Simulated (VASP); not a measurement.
Wanted: the native input for a VASP 6.6.1 run.

- Task: single point
- Functional: PBE
- Potentials or basis: VASP PAW PBE potentials, release 64 (Nd_3, Pb_d, I), 4f in core
- Cutoff: 500 eV
- k mesh: 4 × 4 × 4
- Occupations: gaussian, width 0.1 eV
- Spin: no spin polarisation
- Dipole correction: no
- Further INCAR settings: ALGO = Normal; EDIFF = 1e-06; NBANDS = 36

The structure of NdPbI4 lies in POSCAR:

```
NdPbI4
1.0
    0.0000000000      4.7623876300      4.7623876300
    4.7623876300      0.0000000000      4.7623876300
    4.7623876300      4.7623876300      0.0000000000
Nd Pb I
1 1 4
Direct
    0.7500000000      0.7500000000      0.7500000000
    0.0000000000      0.0000000000      0.0000000000
    0.8715489800      0.3761503400      0.3761503400
    0.3761503400      0.3761503400      0.3761503400
    0.3761503400      0.8715489800      0.3761503400
    0.3761503400      0.3761503400      0.8715489800
```

The cell was generated, and may not be a known phase.

These files were run (other wordings do the same):

INCAR

```
PREC = Accurate
ENCUT = 500
EDIFF = 1E-6
ISMEAR = 0
SIGMA = 0.1
LREAL = F
LASPH = T
NELM = 200
ALGO = Normal
ISIF = 2
LWAVE = F
LCHARG = T
GGA = PE
LELF = T
LVHAR = T
NBANDS = 36
GGA_COMPAT = F
LMAXMIX = 6
```

KPOINTS

```
regular mesh
0
Gamma
  4 4 4
```

Potentials or basis: VASP PAW PBE potentials, release 64 (Nd_3, Pb_d, I), 4f in core.

Command:

```sh
$ cat potpaw_PBE.64/Nd_3/POTCAR potpaw_PBE.64/Pb_d/POTCAR potpaw_PBE.64/I/POTCAR > POTCAR
$ mpirun -np 1 vasp_std > vasp.out
```

It gave:

```
Pressure               : 1.1 GPa
Largest force          : 0.228 eV/Å
Band gap on the k mesh : zero (an odd number of electrons rules out a gap without spin polarisation)
```

Caveat: spin-orbit coupling is left out, which moves the levels of the heavy elements; the 4f electrons are frozen in the core, so they carry no moment and show no levels; an odd number of electrons without spin polarisation forces a metal; a magnetic or distorted state may lie lower; the run has no spin polarisation, though such a crystal can be magnetic.

It took 55 s on 1 thread of Intel(R) Xeon(R) 6975P-C (Granite Rapids) (shared host), peak memory 0.37 GiB.
